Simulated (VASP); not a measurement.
# B (Im-3m) in VASP: notebook

B is run at these levels: PBE; tasks: single point, relaxation of cell and atoms.

Program: VASP 6.6.1. These are calculated values, not measurements. Logs are shortened: lines on timing, memory, paths and dates and some standing lists are left out, and cuts for length are marked.

## (1) The cell of the first run

Symmetry: Im-3m, No. 229, cubic system. Conventional cell: a = 2.051 Å, b = 2.051 Å, c = 2.051 Å, α = 90.00°, β = 90.00°, γ = 90.00°. B (site symmetry m-3m) has 14 B at 1.78 to 2.05 Å within 2.4 Å.

## (2) Single point, PBE

Contents of INCAR:

```
SYSTEM = B
PREC = Accurate ; ENCUT = 520
EDIFF = 1E-6 ; ISMEAR = -1
SIGMA = 0.08 ; LREAL = .FALSE.
LASPH = .TRUE. ; NELM = 60
ALGO = Normal ; ISIF = 2
LWAVE = .FALSE. ; LCHARG = .FALSE.
GGA = PE ; NBANDS = 8
```

Contents of KPOINTS:

```
Automatic mesh
0
G
  25 25 25
  0 0 0
```

Contents of POSCAR:

```
B
1.0
   -1.0253075683      1.0253075683      1.0253075683
    1.0253075683     -1.0253075683      1.0253075683
    1.0253075683      1.0253075683     -1.0253075683
B
1
Direct
    0.0000000000      0.0000000000      0.0000000000
```

Potentials or basis: VASP PAW PBE potentials, release 64 (B).

Run with:

```console
cat potpaw_PBE.64/B/POTCAR > POTCAR
mpirun -np 1 vasp_std > vasp.out
```

OUTCAR:

```text
SYSTEM = B
   PREC = Accurate
   ENCUT = 520
   EDIFF = 1E-6
   ISMEAR = -1
   LREAL = .FALSE.
   LASPH = .TRUE.
   NELM = 60
   ISIF = 2
   GGA = PE

 ion  position               nearest neighbor table
   1  0.000  0.000  0.000-

  LATTYP: Found a body centered cubic cell.
 ALAT       =     2.0506151366

  Lattice vectors:

 A1 = (  -1.0253075683,   1.0253075683,   1.0253075683)
 A2 = (   1.0253075683,  -1.0253075683,   1.0253075683)
 A3 = (   1.0253075683,   1.0253075683,  -1.0253075683)

Analysis of symmetry for initial positions (statically):
=====================================================================
 Subroutine PRICEL returns:
 Original cell was already a primitive cell.

 Routine SETGRP: Setting up the symmetry group for a
 body centered cubic supercell.

 Subroutine GETGRP returns: Found 48 space group operations
 (whereof 48 operations were pure point group operations)
 out of a pool of 48 trial point group operations.

The static configuration has the point symmetry O_h .

Analysis of symmetry for dynamics (positions and initial velocities):
=====================================================================
 Subroutine PRICEL returns:
 Original cell was already a primitive cell.

 Routine SETGRP: Setting up the symmetry group for a
 body centered cubic supercell.

 Subroutine GETGRP returns: Found 48 space group operations
 (whereof 48 operations were pure point group operations)
 out of a pool of 48 trial point group operations.

The dynamic configuration has the point symmetry O_h .

 Subroutine INISYM returns: Found 48 space group operations
 (whereof 48 operations are pure point group operations),
 and found     1 'primitive' translations

----------------------------------------------------------------------------------------

                                     Primitive cell

  volume of cell :       4.3114

  direct lattice vectors                    reciprocal lattice vectors
    -1.025307568  1.025307568  1.025307568     0.000000000  0.487658548  0.487658548
     1.025307568 -1.025307568  1.025307568     0.487658548  0.000000000  0.487658548
     1.025307568  1.025307568 -1.025307568     0.487658548  0.487658548  0.000000000

  length of vectors
     1.775884802  1.775884802  1.775884802     0.689653332  0.689653332  0.689653332

  position of ions in fractional coordinates (direct lattice)
     0.000000000  0.000000000  0.000000000

  ion indices of the primitive-cell ions
   primitive index   ion index
                 1           1

----------------------------------------------------------------------------------------

 KPOINTS: Automatic mesh

Automatic generation of k-mesh.
 Grid dimensions read from file:
 generate k-points for:   25   25   25

 Generating k-lattice:

  Cartesian coordinates                     Fractional coordinates (reciprocal lattice)
     0.000000000  0.019506342  0.019506342     0.040000000  0.000000000  0.000000000
     0.019506342  0.000000000  0.019506342     0.000000000  0.040000000  0.000000000
     0.019506342  0.019506342  0.000000000     0.000000000  0.000000000  0.040000000

  Length of vectors
     0.027586133  0.027586133  0.027586133

  Shift w.r.t. Gamma in fractional coordinates (k-lattice)
     0.000000000  0.000000000  0.000000000

 Subroutine IBZKPT returns following result:
 ===========================================

 Found    455 irreducible k-points:

 Following reciprocal coordinates:
            Coordinates               Weight
  0.000000  0.000000  0.000000      1.000000
  0.040000  0.000000  0.000000     12.000000
  0.080000  0.000000  0.000000     12.000000
  0.120000  0.000000  0.000000     12.000000
  0.160000  0.000000  0.000000     12.000000
  0.200000  0.000000  0.000000     12.000000
[... 16 lines left out ...]
  0.400000  0.040000  0.000000     48.000000
  0.440000  0.040000  0.000000     48.000000
 [... further k-points ...]
   k-points           NKPTS =    455   k-points in BZ     NKDIM =    455   number of bands    NBANDS=      8
   number of dos      NEDOS =    301   number of ions     NIONS =      1
   total plane-waves  NPLWV =   2744
   dimension x,y,z NGX =    14 NGY =   14 NGZ =   14
   dimension x,y,z NGXF=    28 NGYF=   28 NGZF=   28
   ions per type =               1
   NGX,Y,Z   is equivalent  to a cutoff of  13.11, 13.11, 13.11 a.u.
   NGXF,Y,Z  is equivalent  to a cutoff of  26.21, 26.21, 26.21 a.u.
 SYSTEM =  B
   PREC   = accura    normal or accurate (medium, high low for compatibility)
   ISTART =      0    job   : 0-new  1-cont  2-samecut
   ICHARG =      2    charge: 1-file 2-atom 10-const
   ISPIN  =      1    spin polarized calculation?
   LNONCOLLINEAR =      F non collinear calculations
   LSORBIT =      F    spin-orbit coupling
   LASPH  =      T    aspherical Exc in radial PAW
   ENCUT  =  520.0 eV  38.22 Ry    6.18 a.u.   3.30  3.30  3.30*2*pi/ulx,y,z
   NELM   =     60;   NELMIN=  2; NELMDL= -5     # of ELM steps
   EDIFF  = 0.1E-05   stopping-criterion for ELM
   LREAL  =      F    real-space projection
   EDIFFG = 0.1E-04   stopping-criterion for IOM
   NSW    =      0    number of steps for IOM
   IBRION =     -1    ionic relax: 0-MD 1-quasi-New 2-CG
   NFREE  =      0    steps in history (QN), initial steepest desc. (CG)
   ISIF   =      2    stress and relaxation
   ISYM   =      2    0-nonsym 1-usesym 2-fastsym
   POTIM  = 0.5000    time-step for ionic-motion
   TEBEG  =    0.0;   TEEND  =   0.0 temperature during run
   PSTRESS=    0.0 pullay stress
   NELECT =       3.0000    total number of electrons
   NUPDOWN=      -1.0000    fix difference up-down
   EMIN   =  10.00;   EMAX   =-10.00  energy-range for DOS
   EFERMI =   0.00;   METHOD = LEGACY
   ISMEAR =    -1;   SIGMA  =   0.08  broadening in eV -4-tet -1-fermi 0-gaus
   EFERMI_NEDOS =   21; number of points for ismear=-14 and -15
   IALGO  =     38    algorithm
   IMIX   =      4    mixing-type and parameters
     AMIX     =   0.40;   BMIX     =  1.00
     AMIX_MAG =   1.60;   BMIX_MAG =  1.00
  volume/ion in A,a.u.               =       4.31        29.10
  Fermi-wavevector in a.u.,A,eV,Ry     =   1.450689  2.741405 28.633455  2.104500
  Thomas-Fermi vector in A             =   2.568273
   LORBIT       =      0    0 simple, 1 ext, 2 COOP (PROOUT), +10 PAW based schemes
   GGA     = PE    functional components
   LHFCALC =     F    Hartree Fock is set to
   AEXX    =    0.0000 exact exchange contribution
   IVDW    =     0    specifies the selected vdW correction
   LEPSILON=     F    determine dielectric tensor
   LRPA    =     F    only Hartree local field effects (RPA)
 non-spin polarized calculation
  energy-cutoff  :      520.00
  volume of cell :        4.31
 maximum number of plane-waves:       135
 NGX is ok and might be reduce to    14
   NGX =  7   NGY =  7   NGZ =  7

 number of electron       3.0000000 magnetization

 Free energy of the ion-electron system (eV)
  ---------------------------------------------------
  ext. energy  EPLUGINS =         0.00000000
  ---------------------------------------------------
  free energy    TOTEN  =        -4.29986177 eV

  energy without entropy =       -4.29753261  energy(sigma->0) =       -4.29869719

 E-fermi :  14.7767     XC(G=0): -14.4004

 val. band max:       14.7438433794   @ k =  -0.2800   0.4800   0.0800
 cond. band min:      14.7804962322   @ k =  -0.3600   0.4400   0.1600
 fundamental gap:      0.0366528528
 Fermi energy:        14.7766655579

 k-point     1 :       0.0000    0.0000    0.0000
  band No.  band energies     occupation
      1      -8.4102      2.00000
      2      36.1010      0.00000
      3      36.1010      0.00000
      4      36.1010      0.00000
      5      56.3931      0.00000
      6      56.3931      0.00000
      7      56.3931      0.00000
      8      60.8111      0.00000

 k-point     2 :       0.0400    0.0000    0.0000
  band No.  band energies     occupation
      1      -8.3249      2.00000
      2      35.7717      0.00000
      3      35.8219      0.00000
      4      36.0285      0.00000
      5      55.3484      0.00000
      6      55.3664      0.00000
      7      56.8925      0.00000
      8      59.0693      0.00000

 k-point     3 :       0.0800    0.0000    0.0000
  band No.  band energies     occupation
      1      -8.0689      2.00000
      2      34.7629      0.00000
      3      35.0629      0.00000
      4      35.8140      0.00000
      5      52.8403      0.00000
      6      53.3630      0.00000
      7      58.3154      0.00000
      8      58.3567      0.00000

 k-point     4 :       0.1200    0.0000    0.0000
  band No.  band energies     occupation
      1      -7.6423      2.00000
      2      33.0573      0.00000
      3      33.9960      0.00000
      4      35.4675      0.00000
      5      50.5652      0.00000
      6      51.2955      0.00000
      7      57.4696      0.00000
      8      59.9871      0.00000

 k-point     5 :       0.1600    0.0000    0.0000
  band No.  band energies     occupation
      1      -7.0453      2.00000
      2      30.7346      0.00000
      3      32.7891      0.00000
      4      35.0095      0.00000
      5      48.9863      0.00000
      6      49.3534      0.00000
      7      57.0134      0.00000
      8      61.3419      0.00000
[... 177 lines left out ...]
 k-point    22 :       0.3600    0.0400   -0.0000
  band No.  band energies     occupation
      1      -0.8407      2.00000
      2      14.9850      0.13782
      3      27.1631      0.00000
      4      31.5935      0.00000
      5      43.0142      0.00000
      6      47.9984      0.00000
      7      60.8717      0.00000
      8      69.9324      0.00000

 k-point    23 :       0.4000    0.0400    0.0000
  band No.  band energies     occupation
      1       0.6027      2.00000
      2      12.6277      2.00000
      3      26.6934      0.00000
      4      31.2557      0.00000
      5      42.4878      0.00000
      6      48.2856      0.00000
      7      62.1730      0.00000
      8      68.9853      0.00000

 k-point    24 :       0.4400    0.0400    0.0000
  band No.  band energies     occupation
      1       1.8463      2.00000
      2      10.8293      2.00000
      3      26.4094      0.00000
      4      31.0474      0.00000
      5      42.1709      0.00000
      6      48.4986      0.00000
      7      63.2703      0.00000
      8      68.1955      0.00000

 [... further k-points ...]
[... 5 lines left out ...]
  --------------------------------------------------------------------------------------
  -------------------------------------------------------------------------------------
  Total        4.3102491      4.3102491      4.3102491      0.0000000      0.0000000      0.0000000
  in kB     1601.7342670   1601.7342670   1601.7342670      0.0000000      0.0000000      0.0000000
  external PRESSURE =    1601.7342670 kB  Pullay stress =       0.0000000 kB

 VOLUME and BASIS-vectors are now :
 -----------------------------------------------------------------------------
  energy-cutoff  :      520.00
  volume of cell :        4.31
      direct lattice vectors                 reciprocal lattice vectors
    -1.025307568  1.025307568  1.025307568     0.000000000  0.487658548  0.487658548
     1.025307568 -1.025307568  1.025307568     0.487658548  0.000000000  0.487658548
     1.025307568  1.025307568 -1.025307568     0.487658548  0.487658548  0.000000000

 POSITION                                       TOTAL-FORCE (eV/Angst)
 -----------------------------------------------------------------------------------
      0.00000      0.00000      0.00000        -0.000000     -0.000000      0.000000
 -----------------------------------------------------------------------------------
    total drift:                               -0.000000      0.000000     -0.000000

  FREE ENERGIE OF THE ION-ELECTRON SYSTEM (eV)
  ---------------------------------------------------
  free  energy   TOTEN  =        -4.2998617726 eV

  energy  without entropy=       -4.2975326104  energy(sigma->0) =       -4.29869719
```

Run time: 6.2 s. Hardware: 1 thread of Intel Xeon 6975P-C, shared host; peak memory 0.12 GiB.

Results:

```
Free energy : -4.2999 eV
Pressure    : 160.2 GPa
```

## (3) Relaxation of cell and atoms, PBE, target pressure 160 GPa, at which the enthalpy is minimised

This run uses another cell than the first one, of 4.23 Å³/atom, 0.981 times its volume.

Contents of INCAR:

```
PREC     = Accurate       # precision mode
ENCUT    = 600            # plane-wave cutoff, eV
EDIFF    = 1E-6           # SCF threshold, eV
ISMEAR   = -1             # smearing method
SIGMA    = 0.08           # smearing width, eV
LREAL    = F              # projectors in reciprocal space
LASPH    = T              # aspherical terms in the spheres
NELM     = 80             # most SCF steps
ALGO     = Normal         # electronic algorithm
ISIF     = 3              # what is computed and relaxed
LWAVE    = F              # write WAVECAR
LCHARG   = F              # write CHGCAR
GGA      = PE             # functional
IBRION   = 2              # ionic algorithm
NSW      = 60             # ionic steps
EDIFFG   = -0.005         # ionic threshold
PSTRESS  = 1600.0
```

Contents of KPOINTS:

```
Automatic mesh
0
Gamma
  25 25 25
```

Contents of POSCAR:

```
B
1.0
   -1.0186128801      1.0186128801      1.0186128801
    1.0186128801     -1.0186128801      1.0186128801
    1.0186128801      1.0186128801     -1.0186128801
B
1
Direct
    0.0000000000      0.0000000000      0.0000000000
```

Potentials or basis: VASP PAW PBE potentials, release 64 (B).

Run with:

```console
cat potpaw_PBE.64/B/POTCAR > POTCAR
mpirun -np 1 vasp_std > vasp.out
```

Wall time 8.2 s (1 thread of Intel Xeon 6975P-C, shared host); peak memory 0.11 GiB.

Results (log left out):

| Property | Result |
| --- | --- |
| Free energy | -4.3024 eV |
| Relaxed volume | 4.31 Å³/atom |
| Relaxed cell | a = 1.776 Å, b = 1.776 Å, c = 1.776 Å, α = 109.47°, β = 109.47°, γ = 109.47° |
| Space group after relaxing (to 0.05 Å) | Im-3m (No. 229) |
| Energy change on relaxing (the enthalpy is what falls) | -88.9 meV/atom |
| Ionic steps | 3 |
| Pressure after relaxing | 159.8 GPa |

The path:
| step | energy change (eV) | largest force (eV/Å) | pressure (GPa) | volume (Å³) |
| --- | --- | --- | --- | --- |
| 1 | 0.0000 | 0.0000 | 175.07 | 4.23 |
| 2 | -0.2378 | 0.0000 | 133.73 | 4.48 |
| 3 | -0.0889 | 0.0000 | 159.85 | 4.31 |

Final structure:
```
B
1.0
    -1.02540    1.02540    1.02540
     1.02540   -1.02540    1.02540
     1.02540    1.02540   -1.02540
B
1
Direct
  0.00000 0.00000 0.00000
```

Levels at points of the mesh, in eV from the Fermi level:
```tsv
k point	band 1	band 2	band 3	band 4
(0.00, 0.00, 0.00)	-23.18	21.32	21.32	21.32
```

Caveat: the cell is relaxed towards a set pressure, so the enthalpy falls and the energy may rise.

## (4) Relaxation of cell and atoms, PBE, target pressure 160 GPa, at which the enthalpy is minimised

Contents of INCAR:

```
SYSTEM = B
PREC = Accurate
ENCUT = 600
EDIFF = 1E-7
ISMEAR = -1
SIGMA = 0.08
LREAL = .FALSE.
LASPH = .TRUE.
NELM = 100
ALGO = Normal
ISIF = 3
LWAVE = .FALSE.
LCHARG = .FALSE.
GGA = PE
IBRION = 2
NSW = 32
EDIFFG = -0.005
PSTRESS = 1600.0
```

Contents of KPOINTS:

```
Automatic mesh
0
G
  25 25 25
  0 0 0
```

Contents of POSCAR:

```
B
1.0
   -1.0253075683      1.0253075683      1.0253075683
    1.0253075683     -1.0253075683      1.0253075683
    1.0253075683      1.0253075683     -1.0253075683
B
1
Direct
    0.0000000000      0.0000000000      0.0000000000
```

Run with:

```console
cat potpaw_PBE.64/B/POTCAR > POTCAR
mpirun -np 1 vasp_std > vasp.out
```

Wall time 5.8 s (1 thread of Intel Xeon 6975P-C, shared host); peak memory 0.11 GiB.

It converged, with:

- Free energy: -4.3014 eV
- Pressure after relaxing: 160.0 GPa

Final structure:
```
B
1.0
    -1.02531    1.02531    1.02531
     1.02531   -1.02531    1.02531
     1.02531    1.02531   -1.02531
B
1
Direct
  0.00000 0.00000 0.00000
```

Levels at points of the mesh, in eV from the Fermi level:
| k point | band 1 | band 2 | band 3 | band 4 | band 5 |
| --- | --- | --- | --- | --- | --- |
| (0.00, 0.00, 0.00) | -23.19 | 21.33 | 21.33 | 21.33 | 41.62 |

Caveat: the relaxation stopped at its first step, so nothing moved; the cell is relaxed towards a set pressure, so the enthalpy falls and the energy may rise.

## (5) Summary

```csv
task,cell,cutoff (eV),gap on the mesh (eV),pressure (GPa)
single point,"a = 1.776 Å, angles 109.5°, 1 atom",520,none,160.2
relaxation of cell and atoms,"relaxed to 160 GPa from a = 1.764 Å, angles 109.5°, 1 atom",600,none,159.8
relaxation of cell and atoms,"relaxed to 160 GPa from a = 1.776 Å, angles 109.5°, 1 atom",600,none,160.0
```

Alike in all rows: level PBE; potentials or basis VASP PAW PBE potentials, release 64 (B); no spin polarisation; k mesh 25 × 25 × 25; smearing fermi-dirac 0.08 eV.

Caveats: the cell is relaxed towards a set pressure, so the enthalpy falls and the energy may rise (some runs); the relaxation stopped at its first step, so nothing moved (some runs).

Total energies depend on the potentials used, so only differences within one code and one set of settings carry meaning.
